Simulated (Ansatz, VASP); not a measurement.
# CaMg: VASP beside Ansatz

INCAR

```
SYSTEM = CaMg
PREC = Accurate
ENCUT = 520
EDIFF = 1E-7
ISMEAR = 0
SIGMA = 0.15
LREAL = .False.
LASPH = .True.
NELM = 100
ALGO = Fast
ISIF = 2
LWAVE = .False.
LCHARG = .False.
NBANDS = 13
```

KPOINTS

```
regular mesh
0
Gamma
  14 14 14
  0 0 0
```

File POSCAR:

```
CaMg
1.0
    3.5780434757      0.0000000000      0.0000000000
    0.0000000000      3.5780434757      0.0000000000
    0.0000000000      0.0000000000      4.7255220184
Ca Mg
1 1
Direct
    0.0000000000      0.0000000000      0.0000000000
    0.5000000000      0.5000000000      0.5000000000
```

Input for Ansatz:

```yaml
crystal:
  lattice:
    - [3.5780434757, 0.0, 0.0]
    - [0.0, 3.5780434757, 0.0]
    - [0.0, 0.0, 4.7255220184]
  atoms:
    - { symbol: Ca, position: [0.0, 0.0, 0.0] }
    - { symbol: Mg, position: [0.5, 0.5, 0.5] }
basis:
  ecutwfc: 520.0
kpoints:
  mp_grid: { grid: [14, 14, 14] }
hamiltonian:
  xc: lda
scf:
  occupations: { method: gaussian, width: 0.15 }
output:
  forces: true
  stress: true
  eigenvalues: true
```

Alike in both runs: task single point; functional LDA; k mesh 14 × 14 × 14; occupations gaussian, width 0.15 eV; no spin polarisation.

```csv
,VASP,Ansatz
version,VASP 6.6.1,Ansatz 0.2.0
potentials or method,"VASP PAW LDA potentials, release 64 (Ca_sv, Mg), cutoff 520 eV","scalar-relativistic, plane waves, PAW"
valence electrons in the cell,12,20
```

Ansatz gave:

```
gap on the k mesh at the Fermi level (eV)                     : none
pressure (GPa)                                                : -1.2
traceless stress, the component that is largest in VASP (GPa) : -0.98
```

**Question.** What did VASP give for the same quantities?

**Answer.** gap on the k mesh at the Fermi level (eV): none; pressure (GPa): -1.4; traceless stress, the component that is largest in VASP (GPa): -1.03.

LDA's correlation is that of Perdew and Zunger in VASP and of Perdew and Wang (1992) in Ansatz. A gap of «none» marks a metal or a gap that the smearing closes. VASP's potentials hold 12 valence electrons a cell and Ansatz's 20, so a difference there can come from the potentials and not from the codes.
